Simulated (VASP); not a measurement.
The system is MgZnO4.

```
Mg Zn O
1.0
     3.43512    0.00000    0.00000
     0.00000    3.43512    0.00000
     0.00000    0.00000    4.93016
Mg Zn O
1 1 4
Direct
  0.00000 0.00000 0.00000
  0.50000 0.50000 0.50000
  0.50000 0.00000 0.73387
  0.00000 0.50000 0.26613
  0.50000 0.00000 0.26613
  0.00000 0.50000 0.73387
```

The cell was generated, and may not be a known phase.

| Item | Value |
| --- | --- |
| Program | VASP 6.6.1 |
| Task | relaxation of cell and atoms |
| Functional | PBE |
| Potentials or basis | VASP PAW PBE potentials, release 64 (Mg, Zn, O) |
| Cutoff | 600 eV |
| k mesh | 6 × 6 × 4 |
| Occupations | gaussian, width 0.1 eV |
| Spin | collinear spin, ferromagnetic start |
| Starting moments | [0.0, 0.0, 1.0, 1.0, 1.0, 1.0] μB |

At the start: pressure 11.7 GPa; volume 9.70 Å³/atom.

Where does the relaxation end?

Over 9 steps the energy falls by 57.1 meV/atom and the volume is 10.42 Å³/atom (+7.4 %); space group P4/mmm (No. 123, to 0.1 Å) before and after; moment 4.00 μB per cell.

The path:
| step | energy change (eV) | largest force (eV/Å) | pressure (GPa) | volume (Å³) |
| --- | --- | --- | --- | --- |
| 1 | 0.0000 | 1.1325 | 11.67 | 58.18 |
| 2 | -0.2889 | 0.2918 | -3.06 | 64.32 |
| 3 | -0.2915 | 0.3500 | -1.93 | 63.72 |
| 4 | -0.3229 | 0.1811 | -0.68 | 62.94 |
| 5 | -0.3348 | 0.0231 | 0.64 | 62.21 |
| 6 | -0.3350 | 0.0004 | 0.76 | 62.11 |
| 7 | -0.3402 | 0.0317 | 0.09 | 62.47 |
| 8 | -0.3414 | 0.0558 | -0.40 | 62.72 |
| 9 | -0.3429 | 0.0289 | -0.04 | 62.50 |

Final structure:
```yaml
crystal:
  lattice:
    - [3.56705, 0.00000, 0.00000]
    - [0.00000, 3.56705, 0.00000]
    - [0.00000, 0.00000, 4.91177]
  atoms:
    - { symbol: Mg, position: [0.00000, 0.00000, 0.00000] }
    - { symbol: Zn, position: [0.50000, 0.50000, 0.50000] }
    - { symbol: O, position: [0.50000, 0.00000, 0.75308] }
    - { symbol: O, position: [0.00000, 0.50000, 0.24692] }
    - { symbol: O, position: [0.50000, 0.00000, 0.24692] }
    - { symbol: O, position: [0.00000, 0.50000, 0.75308] }
```
